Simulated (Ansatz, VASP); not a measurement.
## One calculation of CsH, two programs

```
Cs H
1.0
     0.00000    3.06048    3.06048
     3.06048    0.00000    3.06048
     3.06048    3.06048    0.00000
Cs H
1 1
Direct
  0.00000 0.00000 0.00000
  0.50000 0.50000 0.50000
```

Change from the starting cell: strain -0.040 along x and y, -0.040 along z, atoms carried along.

Alike in both runs: task single point; functional LDA; k mesh 8 × 8 × 8; occupations gaussian, width 0.05 eV; no spin polarisation.

|  | VASP | Ansatz |
| --- | --- | --- |
| version | VASP 6.6.1 | Ansatz 0.2.0 |
| potentials or method | VASP PAW LDA potentials, release 64 (Cs_sv, H), cutoff 520 eV | scalar-relativistic, plane waves, PAW |
| valence electrons in the cell | 10 | 10 |

|  | VASP | Ansatz | Ansatz less VASP |
| --- | --- | --- | --- |
| gap on the k mesh at the Fermi level (eV) | 1.74 | 1.77 | +0.027 |
| least direct gap on the mesh (eV) | 1.74 | 1.77 | +0.027 |
| pressure (GPa) | -0.1 | -0.1 | -0.05 |

LDA's correlation is that of Perdew and Zunger in VASP and of Perdew and Wang (1992) in Ansatz.

Neither program's run includes spin-orbit coupling.
